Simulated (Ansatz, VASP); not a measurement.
# Mo: VASP beside Ansatz

```xyz
1
Lattice="-1.5802 1.5802 1.5802 1.5802 -1.5802 1.5802 1.5802 1.5802 -1.5802" Properties=species:S:1:pos:R:3 pbc="T T T"
Mo    0.0000    0.0000    0.0000
```

Alike in both runs: task single point; functional PBE; k mesh 22 × 22 × 22; occupations gaussian, width 0.15 eV; no spin polarisation.

|  | VASP | Ansatz |
| --- | --- | --- |
| version | VASP 6.6.1 | Ansatz 0.2.0 |
| potentials or method | VASP PAW PBE potentials, release 64 (Mo_sv), cutoff 520 eV | scalar-relativistic, plane waves, PAW |
| valence electrons in the cell | 14 | 14 |

```csv
,VASP,Ansatz,Ansatz less VASP
gap on the k mesh at the Fermi level (eV),none,none,-
pressure (GPa),0.6,0.1,-0.51
```

A gap of «none» marks a metal or a gap that the smearing closes. With one functional, cell and mesh, what is left measures potentials, basis and numerics.
